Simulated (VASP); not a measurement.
# Rh (Fm-3m) in VASP: single point with r2SCAN

Aim: the single point of Rh with r2SCAN.

Everything below comes from runs of VASP 6.6.1. Logs are shortened: lines on timing, memory, paths and dates and some standing lists are left out, and cuts for length are marked.

## 1. The cell of the first run

It takes space group Fm-3m (No. 225, cubic). Conventional cell: a = 3.800 Å, b = 3.800 Å, c = 3.800 Å, α = 90.00°, β = 90.00°, γ = 90.00°. Within 3.5 Å of Rh (site symmetry m-3m) lie 12 Rh at 2.69 Å.

## 2. Single point, r2SCAN

POSCAR

```
Rh
1.0
    0.0000000000      1.8999524424      1.8999524424
    1.8999524424      0.0000000000      1.8999524424
    1.8999524424      1.8999524424      0.0000000000
Rh
1
Direct
    0.0000000000      0.0000000000      0.0000000000
```

INCAR.step1

```
PREC = Accurate
ENCUT = 680
ISMEAR = 0
SIGMA = 0.1
LREAL = False
LASPH = True
NELM = 120
NBANDS = 14
GGA = PE
ALGO = Normal
EDIFF = 1E-5
LWAVE = True
LCHARG = False
GGA_COMPAT = False
```

INCAR.step2

```
PREC = Accurate
ENCUT = 680
EDIFF = 1E-6
ISMEAR = 0
SIGMA = 0.1
LREAL = False
LASPH = True
NELM = 120
ALGO = Normal
ISIF = 2
LWAVE = False
LCHARG = True
METAGGA = R2SCAN
LMIXTAU = True
LELF = True
LVHAR = True
NBANDS = 14
ISTART = 1
GGA_COMPAT = False
```

KPOINTS

```
regular mesh
0
Gamma
  18 18 18
```

Potentials or basis: VASP PAW PBE potentials, release 64 (Rh_sv_GW).

Command:

```sh
> cat potpaw_PBE.64/Rh_sv_GW/POTCAR > POTCAR
> cp INCAR.step1 INCAR
> mpirun -np 1 vasp_std > vasp.out
> cp INCAR.step2 INCAR
> mpirun -np 1 vasp_std > vasp.out
```

OUTCAR:

```text
PREC = Accurate
   ENCUT = 680
   EDIFF = 1E-6
   ISMEAR = 0
   LREAL = False
   LASPH = True
   NELM = 120
   ISIF = 2
   METAGGA = R2SCAN
   ISTART = 1

 ion  position               nearest neighbor table
   1  0.000  0.000  0.000-

  LATTYP: Found a face centered cubic cell.
 ALAT       =     3.7999048848

  Lattice vectors:

 A1 = (   0.0000000000,   1.8999524424,   1.8999524424)
 A2 = (   1.8999524424,   0.0000000000,   1.8999524424)
 A3 = (   1.8999524424,   1.8999524424,   0.0000000000)

Analysis of symmetry for initial positions (statically):
=====================================================================
 Subroutine PRICEL returns:
 Original cell was already a primitive cell.

 Routine SETGRP: Setting up the symmetry group for a
 face centered cubic supercell.

 Subroutine GETGRP returns: Found 48 space group operations
 (whereof 48 operations were pure point group operations)
 out of a pool of 48 trial point group operations.

The static configuration has the point symmetry O_h .

Analysis of symmetry for dynamics (positions and initial velocities):
=====================================================================
 Subroutine PRICEL returns:
 Original cell was already a primitive cell.

 Routine SETGRP: Setting up the symmetry group for a
 face centered cubic supercell.

 Subroutine GETGRP returns: Found 48 space group operations
 (whereof 48 operations were pure point group operations)
 out of a pool of 48 trial point group operations.

The dynamic configuration has the point symmetry O_h .

 Subroutine INISYM returns: Found 48 space group operations
 (whereof 48 operations are pure point group operations),
 and found     1 'primitive' translations

----------------------------------------------------------------------------------------

                                     Primitive cell

  volume of cell :      13.7170

  direct lattice vectors                    reciprocal lattice vectors
     0.000000000  1.899952442  1.899952442    -0.263164482  0.263164482  0.263164482
     1.899952442  0.000000000  1.899952442     0.263164482 -0.263164482  0.263164482
     1.899952442  1.899952442  0.000000000     0.263164482  0.263164482 -0.263164482

  length of vectors
     2.686938512  2.686938512  2.686938512     0.455814253  0.455814253  0.455814253

  position of ions in fractional coordinates (direct lattice)
     0.000000000  0.000000000  0.000000000

  ion indices of the primitive-cell ions
   primitive index   ion index
                 1           1

----------------------------------------------------------------------------------------

 KPOINTS: regular mesh

Automatic generation of k-mesh.
 Grid dimensions read from file:
 generate k-points for:   18   18   18

 Generating k-lattice:

  Cartesian coordinates                     Fractional coordinates (reciprocal lattice)
    -0.014620249  0.014620249  0.014620249     0.055555556  0.000000000  0.000000000
     0.014620249 -0.014620249  0.014620249     0.000000000  0.055555556  0.000000000
     0.014620249  0.014620249 -0.014620249     0.000000000  0.000000000  0.055555556

  Length of vectors
     0.025323014  0.025323014  0.025323014

  Shift w.r.t. Gamma in fractional coordinates (k-lattice)
     0.000000000  0.000000000  0.000000000

 Subroutine IBZKPT returns following result:
 ===========================================

 Found    195 irreducible k-points:

 Following reciprocal coordinates:
            Coordinates               Weight
  0.000000  0.000000  0.000000      1.000000
  0.055556  0.000000  0.000000      8.000000
  0.111111  0.000000  0.000000      8.000000
  0.166667  0.000000  0.000000      8.000000
  0.222222  0.000000  0.000000      8.000000
  0.277778  0.000000  0.000000      8.000000
[... 16 lines left out ...]
 -0.277778  0.055556  0.000000     24.000000
 -0.222222  0.055556  0.000000     24.000000
 [... further k-points ...]
   k-points           NKPTS =    195   k-points in BZ     NKDIM =    195   number of bands    NBANDS=     14
   number of dos      NEDOS =    301   number of ions     NIONS =      1
   total plane-waves  NPLWV =  13824
   dimension x,y,z NGX =    24 NGY =   24 NGZ =   24
   dimension x,y,z NGXF=    48 NGYF=   48 NGZF=   48
   ions per type =               1
   NGX,Y,Z   is equivalent  to a cutoff of  14.85, 14.85, 14.85 a.u.
   NGXF,Y,Z  is equivalent  to a cutoff of  29.70, 29.70, 29.70 a.u.
 SYSTEM =  unknown system
   PREC   = accura    normal or accurate (medium, high low for compatibility)
   ISTART =      1    job   : 0-new  1-cont  2-samecut
   ICHARG =      0    charge: 1-file 2-atom 10-const
   ISPIN  =      1    spin polarized calculation?
   LNONCOLLINEAR =      F non collinear calculations
   LSORBIT =      F    spin-orbit coupling
   LASPH  =      T    aspherical Exc in radial PAW
   ENCUT  =  680.0 eV  49.98 Ry    7.07 a.u.   5.71  5.71  5.71*2*pi/ulx,y,z
   NELM   =    120;   NELMIN=  2; NELMDL=  0     # of ELM steps
   EDIFF  = 0.1E-05   stopping-criterion for ELM
   LREAL  =      F    real-space projection
   EDIFFG = 0.1E-04   stopping-criterion for IOM
   NSW    =      0    number of steps for IOM
   IBRION =     -1    ionic relax: 0-MD 1-quasi-New 2-CG
   NFREE  =      0    steps in history (QN), initial steepest desc. (CG)
   ISIF   =      2    stress and relaxation
   ISYM   =      2    0-nonsym 1-usesym 2-fastsym
   POTIM  = 0.5000    time-step for ionic-motion
   TEBEG  =    0.0;   TEEND  =   0.0 temperature during run
   PSTRESS=    0.0 pullay stress
   NELECT =      17.0000    total number of electrons
   NUPDOWN=      -1.0000    fix difference up-down
   EMIN   =  10.00;   EMAX   =-10.00  energy-range for DOS
   EFERMI =   0.00;   METHOD = LEGACY
   ISMEAR =     0;   SIGMA  =   0.10  broadening in eV -4-tet -1-fermi 0-gaus
   EFERMI_NEDOS =   21; number of points for ismear=-14 and -15
   IALGO  =     38    algorithm
   IMIX   =      4    mixing-type and parameters
     AMIX     =   0.40;   BMIX     =  1.00
     AMIX_MAG =   1.60;   BMIX_MAG =  1.00
  volume/ion in A,a.u.               =      13.72        92.57
  Fermi-wavevector in a.u.,A,eV,Ry     =   1.758484  3.323053 42.072831  3.092266
  Thomas-Fermi vector in A             =   2.827633
   LORBIT       =      0    0 simple, 1 ext, 2 COOP (PROOUT), +10 PAW based schemes
   METAGGA = R2SCAN    functional components
   LHFCALC =     F    Hartree Fock is set to
   AEXX    =    0.0000 exact exchange contribution
   IVDW    =     0    specifies the selected vdW correction
   LEPSILON=     F    determine dielectric tensor
   LRPA    =     F    only Hartree local field effects (RPA)
 non-spin polarized calculation
 Gauss-broadening in eV      SIGMA  =   0.10
  energy-cutoff  :      680.00
  volume of cell :       13.72
 maximum number of plane-waves:       568
   NGX = 11   NGY = 11   NGZ = 11

 number of electron      17.0000001 magnetization

 Free energy of the ion-electron system (eV)
  ---------------------------------------------------
  ext. energy  EPLUGINS =         0.00000000
  ---------------------------------------------------
  free energy    TOTEN  =       -23.28881244 eV

  energy without entropy =      -23.28202359  energy(sigma->0) =      -23.28541801

 E-fermi :  10.7289     XC(G=0): -15.2925

 val. band max:       10.7283313845   @ k =   0.5000   0.2222   0.1111
 cond. band min:      10.7416865020   @ k =   0.5000   0.3889   0.0000
 fundamental gap:      0.0133551175
 Fermi energy:        10.7289242756

 k-point     1 :       0.0000    0.0000    0.0000
  band No.  band energies     occupation
      1     -70.4605      2.00000
      2     -37.0847      2.00000
      3     -37.0847      2.00000
      4     -37.0847      2.00000
      5       2.5558      2.00000
      6       7.5451      2.00000
      7       7.5451      2.00000
      8       7.5451      2.00000
      9       9.6464      2.00000
     10       9.6464      2.00000
     11      27.1899      0.00000
     12      32.8508      0.00000
     13      32.8508      0.00000
     14      32.8508      0.00000

 k-point     2 :       0.0556    0.0000    0.0000
  band No.  band energies     occupation
      1     -70.4568      2.00000
      2     -37.1092      2.00000
      3     -37.0880      2.00000
      4     -37.0880      2.00000
      5       2.6857      2.00000
      6       7.4868      2.00000
      7       7.5961      2.00000
      8       7.5961      2.00000
      9       9.6180      2.00000
     10       9.6180      2.00000
     11      27.3771      0.00000
     12      32.1895      0.00000
     13      33.0392      0.00000
     14      33.0392      0.00000

 k-point     3 :       0.1111    0.0000    0.0000
  band No.  band energies     occupation
      1     -70.4461      2.00000
      2     -37.1794      2.00000
      3     -37.0975      2.00000
      4     -37.0975      2.00000
      5       3.0580      2.00000
      6       7.3417      2.00000
      7       7.7285      2.00000
      8       7.7285      2.00000
      9       9.5577      2.00000
     10       9.5577      2.00000
     11      27.8782      0.00000
     12      30.7640      0.00000
     13      33.5873      0.00000
     14      33.5873      0.00000
[... 324 lines left out ...]
 k-point    23 :      -0.2778    0.0556    0.0000
  band No.  band energies     occupation
      1     -70.3787      2.00000
      2     -37.5954      2.00000
      3     -37.1814      2.00000
      4     -37.1470      2.00000
      5       4.6749      2.00000
      6       7.6936      2.00000
      7       7.8706      2.00000
      8       7.9294      2.00000
      9       9.8674      2.00000
     10      10.6634      1.64561
     11      25.1024      0.00000
     12      28.5727      0.00000
     13      34.2576      0.00000
     14      36.6393      0.00000

 k-point    24 :      -0.2222    0.0556    0.0000
  band No.  band energies     occupation
      1     -70.3998      2.00000
      2     -37.4640      2.00000
      3     -37.1620      2.00000
      4     -37.1278      2.00000
      5       4.4377      2.00000
      6       7.2076      2.00000
      7       7.9371      2.00000
      8       7.9895      2.00000
      9       9.4690      2.00000
     10      10.1808      2.00000
     11      26.9022      0.00000
     12      28.9974      0.00000
     13      34.5018      0.00000
     14      36.3532      0.00000

 [... further k-points ...]

------------------------ aborting loop because EDIFF is reached ----------------------------------------

  FORCE on cell =-STRESS in cart. coord.  units (eV):
  Direction    XX          YY          ZZ          XY          YZ          ZX
  --------------------------------------------------------------------------------------
  -------------------------------------------------------------------------------------
  Total        0.0043088      0.0043088      0.0043088      0.0000000      0.0000000      0.0000000
  in kB        0.5032778      0.5032778      0.5032778      0.0000000      0.0000000      0.0000000
  external PRESSURE =       0.5032778 kB  Pullay stress =       0.0000000 kB

 VOLUME and BASIS-vectors are now :
 -----------------------------------------------------------------------------
  energy-cutoff  :      680.00
  volume of cell :       13.72
      direct lattice vectors                 reciprocal lattice vectors
     0.000000000  1.899952442  1.899952442    -0.263164482  0.263164482  0.263164482
     1.899952442  0.000000000  1.899952442     0.263164482 -0.263164482  0.263164482
     1.899952442  1.899952442  0.000000000     0.263164482  0.263164482 -0.263164482

 POSITION                                       TOTAL-FORCE (eV/Angst)
 -----------------------------------------------------------------------------------
      0.00000      0.00000      0.00000         0.000000      0.000000     -0.000000
 -----------------------------------------------------------------------------------
    total drift:                                0.000000      0.000000      0.000000

  FREE ENERGIE OF THE ION-ELECTRON SYSTEM (eV)
  ---------------------------------------------------
  free  energy   TOTEN  =       -23.2888124396 eV

  energy  without entropy=      -23.2820235902  energy(sigma->0) =      -23.28541801
```

Wall time 2.2 min (1 thread of Intel Xeon 6975P-C (Granite Rapids), shared host); peak memory 0.21 GiB.

Results:

- Free energy: -23.2888 eV
- Pressure: 0.1 GPa
- Band gap on the k mesh: zero (an odd number of electrons rules out a gap without spin polarisation)

Caveat: the PAW data sets were made with another functional, which shifts forces and pressure a little.
